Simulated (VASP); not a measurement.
# CdSe (P6_3mc) in VASP: notebook

The runs below take CdSe through single point, with PBE.

Everything below comes from runs of VASP 6.6.1. Logs are shortened: lines on timing, memory, paths and dates and some standing lists are left out, and cuts for length are marked.

**1. The cell of the first run**

It takes space group P6_3mc (No. 186, hexagonal). The conventional cell has a = 4.121 Å, b = 4.121 Å, c = 6.727 Å, α = 90.00°, β = 90.00°, γ = 120.00°. Cd (site symmetry 3m) has 4 Se at 2.50 to 2.59 Å within 3.3 Å. Within 3.3 Å of Se (site symmetry 3m) lie 4 Cd at 2.50 to 2.59 Å.

**2. Single point, PBE**

Input file INCAR:

```
SYSTEM = CdSe
ALGO = Normal ; EDIFF = 1E-6
ENCUT = 500 ; GGA = PE
GGA_COMPAT = .False. ; ISIF = 2
ISMEAR = -1 ; LASPH = .True.
LCHARG = .False. ; LREAL = .False.
LWAVE = .False. ; NBANDS = 26
NELM = 120 ; PREC = Accurate
SIGMA = 0.05
```

Input file KPOINTS:

```
k-points
0
Gamma
  6 6 4
  0 0 0
```

Input file POSCAR:

```
CdSe
1.0
    4.1206210771      0.0000000000      0.0000000000
   -2.0603105385      3.5685625357      0.0000000000
    0.0000000000      0.0000000000      6.7271534793
Cd Se
2 2
Direct
    0.3333333333      0.6666666667      0.0000000000
    0.6666666667      0.3333333333      0.5000000000
    0.3333333333      0.6666666667      0.3850000000
    0.6666666667      0.3333333333      0.8850000000
```

Potentials or basis: VASP PAW PBE potentials, release 64 (Cd, Se).

On the command line:

```bash
$ cat potpaw_PBE.64/Cd/POTCAR potpaw_PBE.64/Se/POTCAR > POTCAR
$ mpirun -np 1 vasp_std > vasp.out
```

OUTCAR:

```text
SYSTEM = CdSe
   EDIFF = 1E-6
   ENCUT = 500
   GGA = PE
   ISIF = 2
   ISMEAR = -1
   LASPH = .True.
   LREAL = .False.
   NELM = 120
   PREC = Accurate

 ion  position               nearest neighbor table
   1  0.333  0.667  0.000-   4 2.50   4 2.50   4 2.50   3 2.59
   2  0.667  0.333  0.500-   3 2.50   3 2.50   3 2.50   4 2.59
   3  0.333  0.667  0.385-   2 2.50   2 2.50   2 2.50   1 2.59
   4  0.667  0.333  0.885-   1 2.50   1 2.50   1 2.50   2 2.59

  LATTYP: Found a hexagonal cell.
 ALAT       =     4.1206210771
 C/A-ratio  =     1.6325581395

  Lattice vectors:

 A1 = (   4.1206210771,   0.0000000000,   0.0000000000)
 A2 = (  -2.0603105385,   3.5685625357,   0.0000000000)
 A3 = (   0.0000000000,   0.0000000000,   6.7271534793)

Analysis of symmetry for initial positions (statically):
=====================================================================
 Subroutine PRICEL returns:
 Original cell was already a primitive cell.

 Routine SETGRP: Setting up the symmetry group for a
 hexagonal supercell.

 Subroutine GETGRP returns: Found 12 space group operations
 (whereof  6 operations were pure point group operations)
 out of a pool of 24 trial point group operations.

The static configuration has the point symmetry C_3v.
 The point group associated with its full space group is C_6v.

Analysis of symmetry for dynamics (positions and initial velocities):
=====================================================================
 Subroutine PRICEL returns:
 Original cell was already a primitive cell.

 Routine SETGRP: Setting up the symmetry group for a
 hexagonal supercell.

 Subroutine GETGRP returns: Found 12 space group operations
 (whereof  6 operations were pure point group operations)
 out of a pool of 24 trial point group operations.

The dynamic configuration has the point symmetry C_3v.
 The point group associated with its full space group is C_6v.

 Subroutine INISYM returns: Found 12 space group operations
 (whereof  6 operations are pure point group operations),
 and found     1 'primitive' translations

----------------------------------------------------------------------------------------

                                     Primitive cell

  volume of cell :      98.9207

  direct lattice vectors                    reciprocal lattice vectors
     4.120621077  0.000000000  0.000000000     0.242681863  0.140112439  0.000000000
    -2.060310539  3.568562536  0.000000000     0.000000000  0.280224878  0.000000000
     0.000000000  0.000000000  6.727153479     0.000000000  0.000000000  0.148651284

  length of vectors
     4.120621077  4.120621080  6.727153479     0.280224878  0.280224878  0.148651284

  position of ions in fractional coordinates (direct lattice)
     0.333333333  0.666666667  0.000000000
     0.666666667  0.333333333  0.500000000
     0.333333333  0.666666667  0.385000000
     0.666666667  0.333333333  0.885000000

  ion indices of the primitive-cell ions
   primitive index   ion index
                 1           1
                 2           2
                 3           3
                 4           4

----------------------------------------------------------------------------------------

 KPOINTS: k-points

Automatic generation of k-mesh.
 Grid dimensions read from file:
 generate k-points for:    6    6    4

 Generating k-lattice:

  Cartesian coordinates                     Fractional coordinates (reciprocal lattice)
     0.040446977  0.023352073  0.000000000     0.166666667 -0.000000000  0.000000000
     0.000000000  0.046704146  0.000000000     0.000000000  0.166666667  0.000000000
     0.000000000  0.000000000  0.037162821     0.000000000  0.000000000  0.250000000

  Length of vectors
     0.046704146  0.046704146  0.037162821

  Shift w.r.t. Gamma in fractional coordinates (k-lattice)
     0.000000000  0.000000000  0.000000000

 Subroutine IBZKPT returns following result:
 ===========================================

 Found     21 irreducible k-points:

 Following reciprocal coordinates:
            Coordinates               Weight
  0.000000  0.000000  0.000000      1.000000
  0.166667  0.000000  0.000000      6.000000
  0.333333  0.000000  0.000000      6.000000
  0.500000  0.000000  0.000000      3.000000
  0.166667  0.166667  0.000000      6.000000
  0.333333  0.166667  0.000000     12.000000
[... 13 lines left out ...]
  0.333333  0.166667  0.500000     12.000000
  0.333333  0.333333  0.500000      2.000000
   k-points           NKPTS =     21   k-points in BZ     NKDIM =     21   number of bands    NBANDS=     26
   number of dos      NEDOS =    301   number of ions     NIONS =      4
   total plane-waves  NPLWV =  45000
   dimension x,y,z NGX =    30 NGY =   30 NGZ =   50
   dimension x,y,z NGXF=    60 NGYF=   60 NGZF=  100
   ions per type =               2   2
   NGX,Y,Z   is equivalent  to a cutoff of  12.10, 12.10, 12.36 a.u.
   NGXF,Y,Z  is equivalent  to a cutoff of  24.21, 24.21, 24.71 a.u.
 SYSTEM =  CdSe
   PREC   = accura    normal or accurate (medium, high low for compatibility)
   ISTART =      0    job   : 0-new  1-cont  2-samecut
   ICHARG =      2    charge: 1-file 2-atom 10-const
   ISPIN  =      1    spin polarized calculation?
   LNONCOLLINEAR =      F non collinear calculations
   LSORBIT =      F    spin-orbit coupling
   LASPH  =      T    aspherical Exc in radial PAW
   ENCUT  =  500.0 eV  36.75 Ry    6.06 a.u.   7.51  7.51 12.27*2*pi/ulx,y,z
   NELM   =    120;   NELMIN=  2; NELMDL= -5     # of ELM steps
   EDIFF  = 0.1E-05   stopping-criterion for ELM
   LREAL  =      F    real-space projection
   EDIFFG = 0.1E-04   stopping-criterion for IOM
   NSW    =      0    number of steps for IOM
   IBRION =     -1    ionic relax: 0-MD 1-quasi-New 2-CG
   NFREE  =      0    steps in history (QN), initial steepest desc. (CG)
   ISIF   =      2    stress and relaxation
   ISYM   =      2    0-nonsym 1-usesym 2-fastsym
   POTIM  = 0.5000    time-step for ionic-motion
   TEBEG  =    0.0;   TEEND  =   0.0 temperature during run
   PSTRESS=    0.0 pullay stress
   NELECT =      36.0000    total number of electrons
   NUPDOWN=      -1.0000    fix difference up-down
   EMIN   =  10.00;   EMAX   =-10.00  energy-range for DOS
   EFERMI =   0.00;   METHOD = LEGACY
   ISMEAR =    -1;   SIGMA  =   0.05  broadening in eV -4-tet -1-fermi 0-gaus
   EFERMI_NEDOS =   21; number of points for ismear=-14 and -15
   IALGO  =     38    algorithm
   IMIX   =      4    mixing-type and parameters
     AMIX     =   0.40;   BMIX     =  1.00
     AMIX_MAG =   1.60;   BMIX_MAG =  1.00
  volume/ion in A,a.u.               =      24.73       166.89
  Fermi-wavevector in a.u.,A,eV,Ry     =   1.168817  2.208744 18.587373  1.366133
  Thomas-Fermi vector in A             =   2.305299
   LORBIT       =      0    0 simple, 1 ext, 2 COOP (PROOUT), +10 PAW based schemes
   GGA     = PE    functional components
   LHFCALC =     F    Hartree Fock is set to
   AEXX    =    0.0000 exact exchange contribution
   IVDW    =     0    specifies the selected vdW correction
   LEPSILON=     F    determine dielectric tensor
   LRPA    =     F    only Hartree local field effects (RPA)
 non-spin polarized calculation
  energy-cutoff  :      500.00
  volume of cell :       98.92
 maximum number of plane-waves:      2545
   NGX = 15   NGY = 15   NGZ = 25

 number of electron      35.9999995 magnetization

 Free energy of the ion-electron system (eV)
  ---------------------------------------------------
  ext. energy  EPLUGINS =         0.00000000
  ---------------------------------------------------
  free energy    TOTEN  =       -10.24084858 eV

  energy without entropy =      -10.24084715  energy(sigma->0) =      -10.24084787

 E-fermi :   2.5722     XC(G=0):  -9.4783

 val. band max:        2.0611452402   @ k =   0.0000   0.0000   0.0000
 cond. band min:       3.0360300569   @ k =   0.0000   0.0000   0.0000
 fundamental gap:      0.9748848167
 Fermi energy:         2.5721877409

 k-point     1 :       0.0000    0.0000    0.0000
  band No.  band energies     occupation
      1     -11.3613      2.00000
      2     -10.8727      2.00000
      3      -6.4237      2.00000
      4      -6.4237      2.00000
      5      -6.3473      2.00000
      6      -6.3473      2.00000
[... 18 lines left out ...]
     25       9.1510      0.00000
     26      10.2450      0.00000

 k-point     2 :       0.1667    0.0000    0.0000
  band No.  band energies     occupation
      1     -11.2495      2.00000
      2     -10.8195      2.00000
      3      -6.3752      2.00000
      4      -6.3686      2.00000
      5      -6.3004      2.00000
      6      -6.2849      2.00000
[... 18 lines left out ...]
     25       9.5174      0.00000
     26       9.9140      0.00000

 k-point     3 :       0.3333    0.0000    0.0000
  band No.  band energies     occupation
      1     -11.0056      2.00000
      2     -10.7285      2.00000
      3      -6.2930      2.00000
      4      -6.2921      2.00000
      5      -6.1569      2.00000
      6      -6.1271      2.00000
[... 18 lines left out ...]
     25      10.0429      0.00000
     26      10.8001      0.00000

 k-point     4 :       0.5000    0.0000    0.0000
  band No.  band energies     occupation
      1     -10.8603      2.00000
      2     -10.7045      2.00000
      3      -6.2781      2.00000
      4      -6.2633      2.00000
      5      -6.0940      2.00000
      6      -6.0274      2.00000
[... 18 lines left out ...]
     25      10.2888      0.00000
     26      12.0937      0.00000
[... 409 lines left out ...]
      1     -10.9012      2.00000
      2     -10.9012      2.00000
      3      -6.2688      2.00000
      4      -6.2688      2.00000
      5      -6.2333      2.00000
      6      -6.2333      2.00000
[... 18 lines left out ...]
     25       9.8063      0.00000
     26       9.8063      0.00000

 k-point    20 :       0.3333    0.1667    0.5000
  band No.  band energies     occupation
      1     -10.7723      2.00000
      2     -10.7723      2.00000
      3      -6.2115      2.00000
      4      -6.2115      2.00000
      5      -6.1759      2.00000
      6      -6.1759      2.00000
[... 18 lines left out ...]
     25      10.3421      0.00000
     26      10.3421      0.00000

 k-point    21 :       0.3333    0.3333    0.5000
  band No.  band energies     occupation
      1     -10.7307      2.00000
      2     -10.7307      2.00000
      3      -6.1750      2.00000
      4      -6.1750      2.00000
      5      -6.1652      2.00000
      6      -6.1652      2.00000
[... 18 lines left out ...]
     25      11.0827      0.00000
     26      11.0827      0.00000

------------------------ aborting loop because EDIFF is reached ----------------------------------------

  FORCE on cell =-STRESS in cart. coord.  units (eV):
  Direction    XX          YY          ZZ          XY          YZ          ZX
  --------------------------------------------------------------------------------------
  -------------------------------------------------------------------------------------
  Total        9.1402709      9.1402709      6.5487895      0.0000000      0.0000000      0.0000000
  in kB      148.0411070    148.0411073    106.0679772      0.0000000      0.0000000      0.0000000
  external PRESSURE =     134.0500638 kB  Pullay stress =       0.0000000 kB

 VOLUME and BASIS-vectors are now :
 -----------------------------------------------------------------------------
  energy-cutoff  :      500.00
  volume of cell :       98.92
      direct lattice vectors                 reciprocal lattice vectors
     4.120621077  0.000000000  0.000000000     0.242681863  0.140112439  0.000000000
    -2.060310539  3.568562536  0.000000000     0.000000000  0.280224878  0.000000000
     0.000000000  0.000000000  6.727153479     0.000000000  0.000000000  0.148651284

 POSITION                                       TOTAL-FORCE (eV/Angst)
 -----------------------------------------------------------------------------------
     -0.00000      2.37904      0.00000         0.000000      0.000000      0.450211
      2.06031      1.18952      3.36358        -0.000000     -0.000000      0.450211
     -0.00000      2.37904      2.58995        -0.000000     -0.000000     -0.450211
      2.06031      1.18952      5.95353         0.000000      0.000000     -0.450211
 -----------------------------------------------------------------------------------
    total drift:                               -0.000000     -0.000000     -0.000366

  FREE ENERGIE OF THE ION-ELECTRON SYSTEM (eV)
  ---------------------------------------------------
  free  energy   TOTEN  =       -10.2408485810 eV

  energy  without entropy=      -10.2408471531  energy(sigma->0) =      -10.24084787
```

Wall time 63 s (1 thread of AMD EPYC 7R13, shared host); peak memory 0.19 GiB.

Results:

```yaml
Free_energy: -10.2408 eV
Pressure: 13.4 GPa
Largest_force: 0.450 eV/Å
Band_gap_on_the_k_mesh: 0.97 eV
```

Forces in eV/Å, atoms in the order of the input:
```
Cd   0.000  0.000  0.450
Cd   0.000  0.000  0.450
Se   0.000  0.000 -0.450
Se   0.000  0.000 -0.450
```

Caveat: the cell stands under pressure.

**3. Single point, PBE**

This run uses another cell than the first one, of 25.85 Å³/atom.

Input file INCAR:

```
SYSTEM = CdSe
ALGO = Normal
EDIFF = 1E-6
ENCUT = 500
GGA = PE
GGA_COMPAT = .FALSE.
ISIF = 2
ISMEAR = -1
LASPH = .TRUE.
LCHARG = .TRUE.
LELF = .TRUE.
LREAL = .FALSE.
LVHAR = .TRUE.
LWAVE = .FALSE.
NBANDS = 26
NELM = 120
PREC = Accurate
SIGMA = 0.05
```

Input file KPOINTS:

```
k-points
0
G
  6 6 4
  0 0 0
```

Input file POSCAR:

```
CdSe
1.0
    4.1821319527      0.0000000000      0.0000000000
   -2.0910659764      3.6218325167      0.0000000000
    0.0000000000      0.0000000000      6.8275735601
Cd Se
2 2
Direct
    0.3333333333      0.6666666667      0.0000000000
    0.6666666667      0.3333333333      0.5000000000
    0.3333333333      0.6666666667      0.3850000000
    0.6666666667      0.3333333333      0.8850000000
```

Potentials or basis: VASP PAW PBE potentials, release 64 (Cd, Se).

On the command line:

```bash
$ cat potpaw_PBE.64/Cd/POTCAR potpaw_PBE.64/Se/POTCAR > POTCAR
$ mpirun -np 1 vasp_std > vasp.out
```

Wall time 77 s (1 thread of AMD EPYC 7R13, shared host); peak memory 0.19 GiB.

The run converged. Its results:

| Item | Value |
| --- | --- |
| Free energy | -10.5579 eV |
| Pressure | 9.3 GPa |
| Largest force | 0.390 eV/Å |
| Band gap on the k mesh | 0.88 eV |

Forces in eV/Å, atoms in the order of the input:
```
Cd   0.000  0.000  0.390
Cd   0.000  0.000  0.390
Se   0.000  0.000 -0.390
Se   0.000  0.000 -0.390
```

Stress tensor (GPa, compression positive):
```
10.43  0.00  0.00
 0.00 10.43  0.00
 0.00  0.00  7.05
```

Levels at points of the mesh, in eV from the valence-band top:
```csv
k point,band 14,band 15,band 16,band 17,band 18,band 19,band 20,band 21,band 22,band 23
"(0.00, 0.00, 0.00)",-0.84,-0.84,-0.04,0.00,0.00,0.88,2.20,5.85,5.85,6.13
"(0.50, 0.00, 0.00)",-4.10,-2.97,-2.16,-1.48,-0.97,3.27,3.39,4.75,6.46,6.65
"(0.00, 0.00, 0.50)",-2.80,-0.44,-0.44,-0.44,-0.44,2.49,2.49,5.95,5.95,6.25
"(0.50, 0.00, 0.50)",-4.70,-1.61,-1.61,-1.51,-1.51,3.00,3.00,4.77,4.77,8.03
```

Caveat: the cell stands under pressure.

**4. Single point, PBE**

This run uses another cell than the first one, of 26.98 Å³/atom.

Input file INCAR:

```
SYSTEM = CdSe
  PREC = Accurate
  ENCUT = 500
  EDIFF = 1E-6
  ISMEAR = -1
  SIGMA = 0.05
  LREAL = .FALSE.
  LASPH = .TRUE.
  NELM = 120
  ALGO = Normal
  ISIF = 2
  LWAVE = .FALSE.
  LCHARG = .FALSE.
  GGA = PE
  NBANDS = 26
  GGA_COMPAT = .FALSE.
```

Input file KPOINTS:

```
Automatic mesh
0
G
  6 6 4
  0 0 0
```

Input file POSCAR:

```
CdSe
1.0
    4.2418847678      0.0000000000      0.0000000000
   -2.1209423839      3.6735799726      0.0000000000
    0.0000000000      0.0000000000      6.9251235047
Cd Se
2 2
Direct
    0.3333333333      0.6666666667      0.0000000000
    0.6666666667      0.3333333333      0.5000000000
    0.3333333333      0.6666666667      0.3850000000
    0.6666666667      0.3333333333      0.8850000000
```

On the command line:

```bash
$ cat potpaw_PBE.64/Cd/POTCAR potpaw_PBE.64/Se/POTCAR > POTCAR
$ mpirun -np 1 vasp_std > vasp.out
```

Wall time 76 s (1 thread of AMD EPYC 7R13, shared host); peak memory 0.21 GiB.

Results (log left out):

```
Free energy            : -10.7713 eV
Pressure               : 6.0 GPa
Largest force          : 0.338 eV/Å
Band gap on the k mesh : 0.79 eV
```

Forces on the atoms (eV/Å):
```
Cd   0.000  0.000  0.338
Cd   0.000  0.000  0.338
Se   0.000  0.000 -0.338
Se   0.000  0.000 -0.338
```

Stress tensor (GPa, compression positive):
```
6.89 0.00 0.00
0.00 6.89 0.00
0.00 0.00 4.20
```

Levels at points of the mesh, in eV from the valence-band top:
```tsv
k point	band 14	band 15	band 16	band 17	band 18	band 19	band 20	band 21	band 22	band 23
(0.00, 0.00, 0.00)	-0.77	-0.77	-0.02	0.00	0.00	0.79	2.16	5.87	5.87	6.14
(0.50, 0.00, 0.00)	-3.90	-2.76	-2.00	-1.35	-0.90	3.29	3.31	4.78	6.31	6.65
(0.00, 0.00, 0.50)	-2.68	-0.40	-0.40	-0.40	-0.40	2.42	2.42	5.89	5.89	6.26
(0.50, 0.00, 0.50)	-4.46	-1.49	-1.49	-1.40	-1.40	3.00	3.00	4.78	4.78	7.90
```

Caveat: the cell stands under pressure. A hybrid or GW would open this gap; PBE tends to underestimate it.

(Part 1 of 2 ends here.)
